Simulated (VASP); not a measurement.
A run of VASP 6.6.1 is set up as follows.

INCAR

```
  PREC = Accurate
  ENCUT = 600
  EDIFF = 1E-6
  ISMEAR = 0
  SIGMA = 0.02
  LREAL = False
  LASPH = True
  NELM = 120
  ALGO = Normal
  ISIF = 2
  LWAVE = False
  LCHARG = False
  GGA = PE
  IVDW = 12
  NBANDS = 19
  GGA_COMPAT = False
```

Contents of KPOINTS:

```
regular mesh
0
Gamma
  8 8 8
```

Contents of POSCAR:

```
ZrO2
1.0
    0.0000000000      2.4377543768      2.4377543768
    2.4377543768      0.0000000000      2.4377543768
    2.4377543768      2.4377543768      0.0000000000
Zr O
1 2
Direct
    0.5000000000      0.5000000000      0.5000000000
    0.7500000000      0.7500000000      0.7500000000
    0.2500000000      0.2500000000      0.2500000000
```

Potentials or basis: VASP PAW PBE potentials, release 64 (Zr_sv, O).

Run with:

```bash
$ cat potpaw_PBE.64/Zr_sv/POTCAR potpaw_PBE.64/O/POTCAR > POTCAR
$ mpirun -np 1 vasp_std > vasp.out
```

(1) What does it give for the pressure?

(2) What does it give for the band gap on the k mesh?

(3) What does it give for the dispersion energy per atom?

Results:

(1) 41.1 GPa.

(2) 3.69 eV, indirect (least direct gap 4.27 eV).

(3) -0.306 eV.
